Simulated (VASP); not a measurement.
Runs of VASP 6.6.1 on Ba. The structure is that of space group Im-3m (No. 229), or close to it. The cells are those of the table. 

```csv
level,cell,k mesh,cutoff (eV),gap on the mesh (eV),pressure (GPa)
PBE,"a = 4.347 Å, angles 109.5°, 1 atom",6 × 6 × 6,520,none,0.2
r2SCAN,"a = 4.353 Å, angles 109.5°, 1 atom",12 × 12 × 12,520,none,(a)
r2SCAN,"a = 4.393 Å, angles 109.5°, 1 atom",12 × 12 × 12,520,none,0.0
r2SCAN,"a = 4.359 Å, angles 109.5°, 1 atom",12 × 12 × 12,520,none,0.2
PBE,"a = 4.353 Å, angles 109.5°, 1 atom",6 × 6 × 6,500,none,0.1
```

Alike in all rows: task single point; potentials or basis VASP PAW PBE potentials, release 64 (Ba_sv); no spin polarisation; smearing gaussian 0.05 eV.

Question: Estimate the missing entries.

Answer: (a) 0.3.

Caveats: spin-orbit coupling is left out, which moves the levels of the heavy elements; the PAW data sets were made with another functional, which shifts forces and pressure a little (some runs).

A k mesh can miss the band edges, and the runs leave out spin-orbit coupling on Ba.

A gap of «none» marks levels without a gap at the run's occupations.
